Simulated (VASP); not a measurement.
Input of a VASP 6.6.1 run:

Contents of INCAR:

```
  ALGO = Normal
  EDIFF = 1E-7
  ENCUT = 520
  GGA = PE
  ISIF = 2
  ISMEAR = -1
  ISPIN = 2
  LASPH = T
  LCHARG = T
  LELF = T
  LMAXMIX = 4
  LORBIT = 11
  LREAL = F
  LVHAR = T
  LWAVE = F
  MAGMOM = 1.5
  NBANDS = 15
  NELM = 150
  PREC = Accurate
  SIGMA = 0.05
```

KPOINTS

```
k-points
0
Gamma
  18 18 18
```

File POSCAR:

```
Ni
1.0
    0.0000000000      1.7560842062      1.7560842062
    1.7560842062      0.0000000000      1.7560842062
    1.7560842062      1.7560842062      0.0000000000
Ni
1
Direct
    0.0000000000      0.0000000000      0.0000000000
```

Potentials or basis: VASP PAW PBE potentials, release 64 (Ni).

Launch:

```sh
$ cat potpaw_PBE.64/Ni/POTCAR > POTCAR
$ mpirun -np 1 vasp_std > vasp.out
```

**Question.** Predict the site moments.

**Answer.** Ni +0.63 μB.

**Question.** Estimate the pressure.

**Answer.** 1.0 GPa.
